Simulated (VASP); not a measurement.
Write the native input for VASP 6.6.1 that does the following.

- Task: single point
- Functional: PBEsol
- Potentials or basis: VASP PAW PBE potentials, release 64 (Ta_pv, N)
- Cutoff: 520 eV
- k mesh: 24 × 24 × 18
- Occupations: gaussian, width 0.15 eV
- Spin: no spin polarisation
- Dipole correction: no
- Further INCAR settings: ALGO = Normal; EDIFF = 1e-07; NBANDS = 15

The structure of TaN lies in POSCAR:

```
TaN
1.0
    2.8461255956      0.0000000000      0.0000000000
   -1.4230627978      2.4648170681      0.0000000000
    0.0000000000      0.0000000000      3.0721312486
Ta N
1 1
Direct
    0.3333333333      0.6666666667      0.5000000000
    0.0000000000      0.0000000000      0.0000000000
```

This cell differs from its parent crystal: ratio of the length along z to the lengths across it x 1.1, volume and fractional coordinates fixed.

One way to write it, as run:

INCAR

```
ALGO     = Normal         # electronic algorithm
EDIFF    = 1E-7           # SCF threshold, eV
ENCUT    = 520            # plane-wave cutoff, eV
GGA      = PS             # functional
ISIF     = 2              # what is computed and relaxed
ISMEAR   = 0              # smearing method
LASPH    = T              # aspherical terms in the spheres
LCHARG   = F              # write CHGCAR
LREAL    = F              # projectors in reciprocal space
LWAVE    = F              # write WAVECAR
NBANDS   = 15             # bands
NELM     = 60             # most SCF steps
PREC     = Accurate       # precision mode
SIGMA    = 0.15           # smearing width, eV
```

KPOINTS

```
k-points
0
Gamma
  24 24 18
```

Potentials or basis: VASP PAW PBE potentials, release 64 (Ta_pv, N).

Command:

```console
$ cat potpaw_PBE.64/Ta_pv/POTCAR potpaw_PBE.64/N/POTCAR > POTCAR
$ mpirun -np 1 vasp_std > vasp.out
```

It gave:

| Property | Result |
| --- | --- |
| Pressure | -4.8 GPa |
| Band gap on the k mesh | zero (bands 8 and 9 overlap by 0.38 eV) |

Caveat: the cell stands under tension; the PAW data sets were made with another functional, which shifts forces and pressure a little; spin-orbit coupling is left out, which moves the levels of the heavy elements.

Run time: 3.2 min on 1 thread of Intel Xeon 8259CL, with other jobs on the host, peak memory 0.31 GiB.
